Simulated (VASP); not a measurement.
# V (Im-3m) in VASP: a series of runs, part 2 of 2

VASP 6.6.1.

### Step 4. Single point, PBEsol, collinear spin, ferromagnetic start

INCAR

```
SYSTEM = V
PREC     = Accurate       ! precision mode
ENCUT    = 500            ! plane-wave cutoff, eV
EDIFF    = 1E-6           ! SCF threshold, eV
ISMEAR   = 0              ! smearing method
SIGMA    = 0.1            ! smearing width, eV
LREAL    = .False.        ! projectors in reciprocal space
LASPH    = .True.         ! aspherical terms in the spheres
NELM     = 200            ! most SCF steps
ALGO     = Normal         ! electronic algorithm
ISIF     = 2              ! what is computed and relaxed
LWAVE    = .False.        ! write WAVECAR
LCHARG   = .True.         ! write CHGCAR
ISPIN    = 2              ! spin polarisation
MAGMOM   = 0.51           ! initial moments
LORBIT   = 11             ! projections on sites
LMAXMIX  = 4              ! l up to which the mixer works
GGA      = PS             ! functional
LELF     = .True.         ! ELF
LVHAR    = .True.       
NBANDS   = 16             ! bands
GGA_COMPAT= .False.
```

KPOINTS

```
Automatic mesh
0
Gamma
  6 6 6
  0 0 0
```

POSCAR

```
V
1.0
   -1.5130000000      1.5130000000      1.5130000000
    1.5130000000     -1.5130000000      1.5130000000
    1.5130000000      1.5130000000     -1.5130000000
V
1
Direct
    0.0000000000      0.0000000000      0.0000000000
```

Potentials or basis: VASP PAW PBE potentials, release 64 (V_sv).

On the command line:

```console
> cat potpaw_PBE.64/V_sv/POTCAR > POTCAR
> mpirun -np 1 vasp_std > vasp.out
```

OUTCAR:

```text
SYSTEM = V
   PREC = Accurate
   ENCUT = 500
   EDIFF = 1E-6
   ISMEAR = 0
   LREAL = .False.
   LASPH = .True.
   NELM = 200
   ISIF = 2
   ISPIN = 2
   LORBIT = 11
   GGA = PS

 ion  position               nearest neighbor table
   1  0.000  0.000  0.000-

  LATTYP: Found a body centered cubic cell.
 ALAT       =     3.0260000000

  Lattice vectors:

 A1 = (  -1.5130000000,   1.5130000000,   1.5130000000)
 A2 = (   1.5130000000,  -1.5130000000,   1.5130000000)
[... 804 lines left out ...]
  -------------------------------------------------------------------------------------
  Total       -0.8913952     -0.8913952     -0.8913952      0.0000000      0.0000000     -0.0000000
  in kB     -103.0870422   -103.0870422   -103.0870422      0.0000000      0.0000000     -0.0000000
  external PRESSURE =    -103.0870422 kB  Pullay stress =       0.0000000 kB

 VOLUME and BASIS-vectors are now :
 -----------------------------------------------------------------------------
  energy-cutoff  :      500.00
  volume of cell :       13.85
      direct lattice vectors                 reciprocal lattice vectors
    -1.513000000  1.513000000  1.513000000     0.000000000  0.330469266  0.330469266
     1.513000000 -1.513000000  1.513000000     0.330469266  0.000000000  0.330469266
     1.513000000  1.513000000 -1.513000000     0.330469266  0.330469266  0.000000000

 POSITION                                       TOTAL-FORCE (eV/Angst)
 -----------------------------------------------------------------------------------
      0.00000      0.00000      0.00000         0.000000     -0.000000      0.000000
 -----------------------------------------------------------------------------------
    total drift:                                0.000000     -0.000000      0.000000

  FREE ENERGIE OF THE ION-ELECTRON SYSTEM (eV)
  ---------------------------------------------------
  free  energy   TOTEN  =        -9.5659231016 eV

  energy  without entropy=       -9.5597780715  energy(sigma->0) =       -9.56285059

 total charge

# of ion       s       p       d       tot
------------------------------------------
    1        2.334   6.217   3.059  11.610

 magnetization (x)

# of ion       s       p       d       tot
------------------------------------------
    1        0.010   0.050   0.418   0.478
```

OSZICAR:

```text
N       E                     dE             d eps       ncg     rms          rms(c)
DAV:   1     0.927141806713E+02    0.92714E+02   -0.64617E+03  1032   0.873E+02
DAV:   2    -0.969217891422E+01   -0.10241E+03   -0.98665E+02  1120   0.271E+02
DAV:   3    -0.111913699451E+02   -0.14992E+01   -0.14972E+01  1136   0.358E+01
DAV:   4    -0.111972430827E+02   -0.58731E-02   -0.58731E-02  1240   0.235E+00
DAV:   5    -0.111972951928E+02   -0.52110E-04   -0.52110E-04  1136   0.205E-01    0.187E+01
DAV:   6    -0.958147122465E+01    0.16158E+01   -0.16756E+00  1056   0.237E+01    0.159E+00
DAV:   7    -0.956207438440E+01    0.19397E-01   -0.29553E-02  1088   0.175E+00    0.945E-01
DAV:   8    -0.956336051875E+01   -0.12861E-02   -0.13545E-02  1096   0.124E+00    0.966E-01
DAV:   9    -0.956580491715E+01   -0.24444E-02   -0.90774E-04  1160   0.320E-01    0.245E-01
DAV:  10    -0.956585838565E+01   -0.53468E-04   -0.75764E-05  1120   0.116E-01    0.125E-01
DAV:  11    -0.956591883066E+01   -0.60445E-04   -0.29558E-05  1056   0.648E-02    0.372E-02
DAV:  12    -0.956592259445E+01   -0.37638E-05   -0.31164E-06  1112   0.157E-02    0.463E-03
DAV:  13    -0.956592310159E+01   -0.50714E-06   -0.24814E-07   536   0.619E-03
   1 F= -.95659231E+01 E0= -.95628506E+01  d E =-.614503E-02  mag=     0.6056
```

Wall time 6.8 s (1 thread of Intel Xeon Platinum 8375C at 2.90GHz (Ice Lake), shared host); peak memory 0.13 GiB.

Results:

* Free energy: -9.5659 eV
* Pressure: -10.3 GPa
* Net moment: 0.61 μB per cell
* Site moments: V +0.48 μB
* Valence electrons inside the program's atomic spheres: V 11.61

Caveat: the k points lie up to 0.49 Å⁻¹ apart; the PAW data sets were made with another functional, which shifts forces and pressure a little.

### Step 5. Overview

| level | smearing | gap on the mesh (eV) | pressure (GPa) | moment (μB) |
| --- | --- | --- | --- | --- |
| PBE | gaussian 0.1 eV | none | -3.6 | 0.62 |
| PBE | methfessel-paxton 0.067 eV | none | -4.0 | 0.64 |
| PBEsol | gaussian 0.1 eV | none | -10.3 | 0.61 |

Alike in all rows: task single point; potentials or basis VASP PAW PBE potentials, release 64 (V_sv); spin collinear, ferromagnetic start; cell as given; k mesh 6 × 6 × 6; cutoff (eV) 500.

Caveats: all runs use coarse meshes; the PAW data sets were made with another functional, which shifts forces and pressure a little (some runs).

Total energies depend on the potentials used, so only differences within one code and one set of settings carry meaning.
